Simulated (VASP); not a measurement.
# Ta2H in VASP: notebook

Aim: see how the results for Ta2H move with the level of theory and the settings. Levels: PBEsol, r2SCAN. Tasks: single point.

All numbers are computed with VASP 6.6.1; they aren't measurements. Logs are shortened: lines on timing, memory, paths and dates and some standing lists are left out, and cuts for length are marked.

**1. The cell of the first run**

Symmetry: P2, No. 3, monoclinic system. Conventional cell: a = 3.292 Å, b = 3.545 Å, c = 3.316 Å, α = 90.00°, β = 90.16°, γ = 90.00°. Ta (site symmetry 2) has 2 H at 1.93 Å within 2.6 Å. Ta (site symmetry 2) has 2 H at 1.86 Å within 2.5 Å. H (site symmetry 2) has 4 Ta at 1.86 to 1.93 Å within 2.5 Å.

**2. Single point, PBEsol (strained and its atoms moved)**

Input file INCAR:

```
PREC     = Accurate       # precision mode
ENCUT    = 520            # plane-wave cutoff, eV
EDIFF    = 1E-6           # SCF threshold, eV
ISMEAR   = 0              # smearing method
SIGMA    = 0.1            # smearing width, eV
LREAL    = F              # projectors in reciprocal space
LASPH    = T              # aspherical terms in the spheres
NELM     = 100            # most SCF steps
ALGO     = Normal         # electronic algorithm
ISIF     = 2              # what is computed and relaxed
LWAVE    = F              # write WAVECAR
LCHARG   = F              # write CHGCAR
GGA      = PS             # functional
NBANDS   = 18             # bands
```

Input file KPOINTS:

```
regular mesh
0
Gamma
  12 12 10
```

Input file POSCAR:

```
Ta2H
1.0
    3.3155088054     -0.0045527879      0.0000000000
   -0.0045527879      3.2922727247      0.0000000000
    0.0000000000      0.0000000000      3.5454248699
Ta H
2 1
Direct
    0.5000000000      0.0000000000      0.7315593073
    0.0000000000      0.5000000000      0.2568808057
    0.0000000000      0.0000000000      0.0115598870
```

Potentials or basis: VASP PAW PBE potentials, release 64 (Ta_pv, H).

Command:

```bash
> cat potpaw_PBE.64/Ta_pv/POTCAR potpaw_PBE.64/H/POTCAR > POTCAR
> mpirun -np 1 vasp_std > vasp.out
```

OUTCAR:

```text
PREC = Accurate
   ENCUT = 520
   EDIFF = 1E-6
   ISMEAR = 0
   LREAL = F
   LASPH = T
   NELM = 100
   ISIF = 2
   GGA = PS

 ion  position               nearest neighbor table
   1  0.500  0.000  0.732-   3 1.93   3 1.93   2 2.88   2 2.88   2 2.88   2 2.88   2 2.99   2 2.99
                             2 2.99   2 2.99
   2  0.000  0.500  0.257-   3 1.86   3 1.86   1 2.88   1 2.88   1 2.88   1 2.88   1 2.99   1 2.99
                             1 2.99   1 2.99
   3  0.000  0.000  0.012-   2 1.86   2 1.86   1 1.93   1 1.93

  Warning from LATTYP: Monoclinic adjustment (A1->A3, A2->A1, A3->A2)!
  LATTYP: Found a simple monoclinic cell.
 ALAT       =     3.2922758727
 B/A-ratio  =     1.0768917937
 C/A-ratio  =     1.0070577496
 COS(beta)  =    -0.0027560448

  Lattice vectors:

 A1 = (  -0.0045527879,   3.2922727247,   0.0000000000)
 A2 = (   0.0000000000,   0.0000000000,   3.5454248699)
 A3 = (   3.3155088054,  -0.0045527879,   0.0000000000)

Analysis of symmetry for initial positions (statically):
=====================================================================
 Subroutine PRICEL returns:
 Original cell was already a primitive cell.

 Routine SETGRP: Setting up the symmetry group for a
 simple monoclinic supercell.

 Subroutine GETGRP returns: Found  2 space group operations
 (whereof  2 operations were pure point group operations)
 out of a pool of  4 trial point group operations.

The static configuration has the point symmetry C_2 .

Analysis of symmetry for dynamics (positions and initial velocities):
=====================================================================
 Subroutine PRICEL returns:
 Original cell was already a primitive cell.

 Routine SETGRP: Setting up the symmetry group for a
 simple monoclinic supercell.

 Subroutine GETGRP returns: Found  2 space group operations
 (whereof  2 operations were pure point group operations)
 out of a pool of  4 trial point group operations.

The dynamic configuration has the point symmetry C_2 .

 Subroutine INISYM returns: Found  2 space group operations
 (whereof  2 operations are pure point group operations),
 and found     1 'primitive' translations

----------------------------------------------------------------------------------------

                                     Primitive cell

  volume of cell :      38.7002

  direct lattice vectors                    reciprocal lattice vectors
     3.315508805 -0.004552788  0.000000000     0.301613405  0.000417092  0.000000000
    -0.004552788  3.292272725  0.000000000     0.000417092  0.303742121  0.000000000
     0.000000000  0.000000000  3.545424870     0.000000000  0.000000000  0.282053643

  length of vectors
     3.315511931  3.292275873  3.545424870     0.301613693  0.303742407  0.282053643

  position of ions in fractional coordinates (direct lattice)
     0.500000000  0.000000000  0.731559307
     0.000000000  0.500000000  0.256880806
     0.000000000  0.000000000  0.011559887

  ion indices of the primitive-cell ions
   primitive index   ion index
                 1           1
                 2           2
                 3           3

----------------------------------------------------------------------------------------

 KPOINTS: regular mesh

Automatic generation of k-mesh.
 Grid dimensions read from file:
 generate k-points for:   12   12   10

 Generating k-lattice:

  Cartesian coordinates                     Fractional coordinates (reciprocal lattice)
     0.025134450  0.000034758  0.000000000     0.083333333 -0.000000000  0.000000000
     0.000034758  0.025311843  0.000000000     0.000000000  0.083333333  0.000000000
     0.000000000  0.000000000  0.028205364     0.000000000  0.000000000  0.100000000

  Length of vectors
     0.025134474  0.025311867  0.028205364

  Shift w.r.t. Gamma in fractional coordinates (k-lattice)
     0.000000000  0.000000000  0.000000000

 Subroutine IBZKPT returns following result:
 ===========================================

 Found    444 irreducible k-points:

 Following reciprocal coordinates:
            Coordinates               Weight
  0.000000  0.000000  0.000000      1.000000
  0.083333  0.000000  0.000000      2.000000
  0.166667  0.000000  0.000000      2.000000
  0.250000  0.000000  0.000000      2.000000
  0.333333 -0.000000  0.000000      2.000000
  0.416667  0.000000  0.000000      2.000000
[... 16 lines left out ...]
  0.250000  0.166667  0.000000      2.000000
  0.333333  0.166667  0.000000      2.000000
 [... further k-points ...]
   k-points           NKPTS =    444   k-points in BZ     NKDIM =    444   number of bands    NBANDS=     18
   number of dos      NEDOS =    301   number of ions     NIONS =      3
   total plane-waves  NPLWV =  18816
   dimension x,y,z NGX =    28 NGY =   24 NGZ =   28
   dimension x,y,z NGXF=    56 NGYF=   48 NGZF=   56
   ions per type =               2   1
   NGX,Y,Z   is equivalent  to a cutoff of  14.04, 12.12, 13.13 a.u.
   NGXF,Y,Z  is equivalent  to a cutoff of  28.08, 24.24, 26.26 a.u.
 SYSTEM =  unknown system
   PREC   = accura    normal or accurate (medium, high low for compatibility)
   ISTART =      0    job   : 0-new  1-cont  2-samecut
   ICHARG =      2    charge: 1-file 2-atom 10-const
   ISPIN  =      1    spin polarized calculation?
   LNONCOLLINEAR =      F non collinear calculations
   LSORBIT =      F    spin-orbit coupling
   LASPH  =      T    aspherical Exc in radial PAW
   ENCUT  =  520.0 eV  38.22 Ry    6.18 a.u.   6.16  6.12  6.59*2*pi/ulx,y,z
   NELM   =    100;   NELMIN=  2; NELMDL= -5     # of ELM steps
   EDIFF  = 0.1E-05   stopping-criterion for ELM
   LREAL  =      F    real-space projection
   EDIFFG = 0.1E-04   stopping-criterion for IOM
   NSW    =      0    number of steps for IOM
   IBRION =     -1    ionic relax: 0-MD 1-quasi-New 2-CG
   NFREE  =      0    steps in history (QN), initial steepest desc. (CG)
   ISIF   =      2    stress and relaxation
   ISYM   =      2    0-nonsym 1-usesym 2-fastsym
   POTIM  = 0.5000    time-step for ionic-motion
   TEBEG  =    0.0;   TEEND  =   0.0 temperature during run
   PSTRESS=    0.0 pullay stress
   NELECT =      23.0000    total number of electrons
   NUPDOWN=      -1.0000    fix difference up-down
   EMIN   =  10.00;   EMAX   =-10.00  energy-range for DOS
   EFERMI =   0.00;   METHOD = LEGACY
   ISMEAR =     0;   SIGMA  =   0.10  broadening in eV -4-tet -1-fermi 0-gaus
   EFERMI_NEDOS =   21; number of points for ismear=-14 and -15
   IALGO  =     38    algorithm
   IMIX   =      4    mixing-type and parameters
     AMIX     =   0.40;   BMIX     =  1.00
     AMIX_MAG =   1.60;   BMIX_MAG =  1.00
  volume/ion in A,a.u.               =      12.90        87.05
  Fermi-wavevector in a.u.,A,eV,Ry     =   1.376405  2.601029 25.776117  1.894491
  Thomas-Fermi vector in A             =   2.501653
   LORBIT       =      0    0 simple, 1 ext, 2 COOP (PROOUT), +10 PAW based schemes
   GGA     = PS    functional components
   LHFCALC =     F    Hartree Fock is set to
   AEXX    =    0.0000 exact exchange contribution
   IVDW    =     0    specifies the selected vdW correction
   LEPSILON=     F    determine dielectric tensor
   LRPA    =     F    only Hartree local field effects (RPA)
 non-spin polarized calculation
 Gauss-broadening in eV      SIGMA  =   0.10
  energy-cutoff  :      520.00
  volume of cell :       38.70
 maximum number of plane-waves:      1066
 NGX is ok and might be reduce to    28
   NGX = 13   NGY = 13   NGZ = 13

 number of electron      23.0000002 magnetization

 Free energy of the ion-electron system (eV)
  ---------------------------------------------------
  ext. energy  EPLUGINS =         0.00000000
  ---------------------------------------------------
  free energy    TOTEN  =       -28.79531949 eV

  energy without entropy =      -28.78704616  energy(sigma->0) =      -28.79118283

 E-fermi :   5.3152     XC(G=0): -12.6099

 val. band max:        5.3150570720   @ k =   0.3333   0.4167   0.1000
 cond. band min:       5.3158287398   @ k =  -0.1667   0.2500   0.0000
 fundamental gap:      0.0007716678
 Fermi energy:         5.3152116922

 k-point     1 :       0.0000    0.0000    0.0000
  band No.  band energies     occupation
      1     -28.8985      2.00000
      2     -28.7745      2.00000
      3     -28.7580      2.00000
      4     -28.1281      2.00000
      5     -28.1232      2.00000
      6     -28.1041      2.00000
[... 10 lines left out ...]
     17      11.2736      0.00000
     18      11.3547      0.00000

 k-point     2 :       0.0833    0.0000    0.0000
  band No.  band energies     occupation
      1     -28.8851      2.00000
      2     -28.7796      2.00000
      3     -28.7472      2.00000
      4     -28.1410      2.00000
      5     -28.1345      2.00000
      6     -28.1272      2.00000
[... 10 lines left out ...]
     17      11.1539      0.00000
     18      11.9520      0.00000

 k-point     3 :       0.1667    0.0000    0.0000
  band No.  band energies     occupation
      1     -28.8462      2.00000
      2     -28.7920      2.00000
      3     -28.7149      2.00000
      4     -28.2044      2.00000
      5     -28.1728      2.00000
      6     -28.1602      2.00000
[... 10 lines left out ...]
     17      10.7380      0.00000
     18      11.4891      0.00000

 k-point     4 :       0.2500    0.0000    0.0000
  band No.  band energies     occupation
      1     -28.8073      2.00000
      2     -28.7821      2.00000
      3     -28.6642      2.00000
      4     -28.3052      2.00000
      5     -28.2286      2.00000
      6     -28.2058      2.00000
[... 375 lines left out ...]
      4     -28.3630      2.00000
      5     -28.2133      2.00000
      6     -28.1242      2.00000
[... 10 lines left out ...]
     17      11.5255      0.00000
     18      12.9882      0.00000

 k-point    23 :       0.2500    0.1667    0.0000
  band No.  band energies     occupation
      1     -28.9036      2.00000
      2     -28.7429      2.00000
      3     -28.5715      2.00000
      4     -28.4719      2.00000
      5     -28.2598      2.00000
      6     -28.1402      2.00000
[... 10 lines left out ...]
     17      11.3190      0.00000
     18      12.0973      0.00000

 k-point    24 :       0.3333    0.1667    0.0000
  band No.  band energies     occupation
      1     -28.9297      2.00000
      2     -28.6835      2.00000
      3     -28.5763      2.00000
      4     -28.4990      2.00000
      5     -28.3198      2.00000
      6     -28.1743      2.00000
[... 10 lines left out ...]
     17      10.7469      0.00000
     18      11.0393      0.00000

 [... further k-points ...]

------------------------ aborting loop because EDIFF is reached ----------------------------------------

  FORCE on cell =-STRESS in cart. coord.  units (eV):
  Direction    XX          YY          ZZ          XY          YZ          ZX
  --------------------------------------------------------------------------------------
  -------------------------------------------------------------------------------------
  Total       -0.5919542      0.6623332     -1.9513194      0.0230759      0.0000000      0.0000000
  in kB      -24.5067230     27.4203922    -80.7840267      0.9553339      0.0000000      0.0000000
  external PRESSURE =     -25.9567858 kB  Pullay stress =       0.0000000 kB

 VOLUME and BASIS-vectors are now :
 -----------------------------------------------------------------------------
  energy-cutoff  :      520.00
  volume of cell :       38.70
      direct lattice vectors                 reciprocal lattice vectors
     3.315508805 -0.004552788  0.000000000     0.301613405  0.000417092  0.000000000
    -0.004552788  3.292272725  0.000000000     0.000417092  0.303742121  0.000000000
     0.000000000  0.000000000  3.545424870     0.000000000  0.000000000  0.282053643

 POSITION                                       TOTAL-FORCE (eV/Angst)
 -----------------------------------------------------------------------------------
      1.65775     -0.00228      2.59369        -0.000000      0.000000      0.218859
     -0.00228      1.64614      0.91075         0.000000      0.000000      0.169419
      0.00000      0.00000      0.04098        -0.000000      0.000000     -0.388278
 -----------------------------------------------------------------------------------
    total drift:                               -0.000000     -0.000000      0.000075

  FREE ENERGIE OF THE ION-ELECTRON SYSTEM (eV)
  ---------------------------------------------------
  free  energy   TOTEN  =       -28.7953194943 eV

  energy  without entropy=      -28.7870461601  energy(sigma->0) =      -28.79118283
```

Run time: 2.3 min. Hardware: 1 thread of AMD EPYC 9R45 (Zen 5), shared host; peak memory 0.35 GiB.

Results:

| Property | Result |
| --- | --- |
| Free energy | -28.7953 eV |
| Pressure | -2.6 GPa |
| Largest force | 0.388 eV/Å |
| Band gap on the k mesh | zero (an odd number of electrons rules out a gap without spin polarisation) |

Forces on the atoms (eV/Å):
```
Ta   0.000  0.000  0.219
Ta   0.000  0.000  0.169
H    0.000  0.000 -0.388
```

Stress tensor (GPa, compression positive):
```
-2.45  0.10  0.00
 0.10  2.74  0.00
 0.00  0.00 -8.08
```

Caveat: the cell differs from its parent crystal (strained and its atoms moved); the stress differs along the axes, from -8 to 3 GPa; the PAW data sets were made with another functional, which shifts forces and pressure a little; spin-orbit coupling is left out, which moves the levels of the heavy elements.

**3. Single point, r2SCAN (strained)**

Input file POSCAR:

```
Ta2H
1.0
    3.2340644876      0.0000000000      0.0000000000
    0.0000000000      3.2340644876      0.0000000000
    0.0000000000      0.0000000000      3.5771048070
Ta H
2 1
Direct
    0.5000000000      0.0000000000      0.6874499759
    0.0000000000      0.5000000000      0.3125500241
    0.0000000000      0.0000000000      0.0000000000
```

Input file INCAR.step1:

```
SYSTEM = Ta2H
PREC = Accurate ; ENCUT = 520
ISMEAR = 0 ; SIGMA = 0.1
LREAL = .FALSE. ; LASPH = .TRUE.
NELM = 100 ; NBANDS = 18
GGA = PE ; ALGO = Normal
EDIFF = 1E-4 ; LWAVE = .TRUE.
LCHARG = .FALSE.
```

Input file INCAR.step2:

```
SYSTEM = Ta2H
PREC = Accurate ; ENCUT = 520
EDIFF = 1E-6 ; ISMEAR = 0
SIGMA = 0.1 ; LREAL = .FALSE.
LASPH = .TRUE. ; NELM = 100
ALGO = Normal ; ISIF = 2
LWAVE = .FALSE. ; LCHARG = .FALSE.
METAGGA = R2SCAN ; LMIXTAU = .TRUE.
NBANDS = 18 ; ISTART = 1
```

Input file KPOINTS:

```
Automatic mesh
0
G
  12 12 12
  0 0 0
```

Potentials or basis: VASP PAW PBE potentials, release 64 (Ta_pv, H).

Command:

```bash
> cat potpaw_PBE.64/Ta_pv/POTCAR potpaw_PBE.64/H/POTCAR > POTCAR
> cp INCAR.step1 INCAR
> mpirun -np 1 vasp_std > vasp.out
> cp INCAR.step2 INCAR
> mpirun -np 1 vasp_std > vasp.out
```

It took 3.5 min on 1 thread of AMD EPYC 9R45 (Zen 5), shared host; peak memory 0.21 GiB.

The run converged. Its results:

```
Free energy            : -100.0602 eV
Pressure               : 18.5 GPa
Largest force          : 4.279 eV/Å
Band gap on the k mesh : zero (an odd number of electrons rules out a gap without spin polarisation)
```

Forces on the atoms (eV/Å):
```
Ta   0.000  0.000  4.279
Ta   0.000  0.000 -4.279
H    0.000  0.000  0.000
```

Stress tensor (GPa, compression positive):
```
24.86  0.00  0.00
 0.00 24.86  0.00
 0.00  0.00  5.89
```

Levels at points of the mesh, in eV from the Fermi level:
| k point | band 9 | band 10 | band 11 | band 12 | band 13 | band 14 |
| --- | --- | --- | --- | --- | --- | --- |
| (0.00, 0.00, 0.00) | -3.96 | 0.50 | 0.50 | 0.53 | 1.47 | 3.36 |
| (0.50, 0.00, 0.00) | -2.76 | -2.42 | -0.01 | 0.08 | 0.48 | 2.44 |
| (0.50, 0.50, 0.00) | -4.60 | -1.77 | -0.39 | 1.78 | 3.88 | 3.88 |
| (0.00, 0.00, 0.50) | -3.36 | -1.01 | 1.00 | 1.00 | 1.23 | 1.47 |
| (0.50, 0.00, 0.50) | -1.80 | -1.49 | -1.18 | 0.44 | 3.45 | 3.48 |
| (0.50, 0.50, 0.50) | -2.06 | -1.64 | -0.94 | -0.73 | 4.14 | 4.14 |

Caveat: the cell differs from its parent crystal (strained); the stress differs along the axes, from 6 to 25 GPa; the PAW data sets were made with another functional, which shifts forces and pressure a little; spin-orbit coupling is left out, which moves the levels of the heavy elements.

The gap in the log of VASP goes by the Fermi energy; the results here count the filled bands.